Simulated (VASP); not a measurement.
PbS (Galena):

```
Pb S
1.0
     0.00000    2.96575    2.96575
     2.96575    0.00000    2.96575
     2.96575    2.96575    0.00000
Pb S
1 1
Direct
  0.00000 0.00000 0.00000
  0.50000 0.50000 0.50000
```

Base run:

- Program: VASP 6.6.1
- Functional: BLYP
- Potentials or basis: VASP PAW PBE potentials, release 64 (Pb_d, S)
- Cutoff: 500 eV
- k mesh: 6 × 6 × 6
- Occupations: gaussian, width 0.01 eV
- Spin: no spin polarisation

Its results: band gap on the k mesh 0.48 eV, direct; pressure 5.9 GPa.

Problem. The run is repeated on the same cell with these changes: functional from BLYP to revPBE. What comes out?

Solution. Band gap on the k mesh 0.43 eV, direct; pressure 3.5 GPa.

Caveats: the PAW data sets were made with another functional, which shifts forces and pressure a little; spin-orbit coupling is left out, which moves the levels of the heavy elements.

A k mesh can miss the band edges.
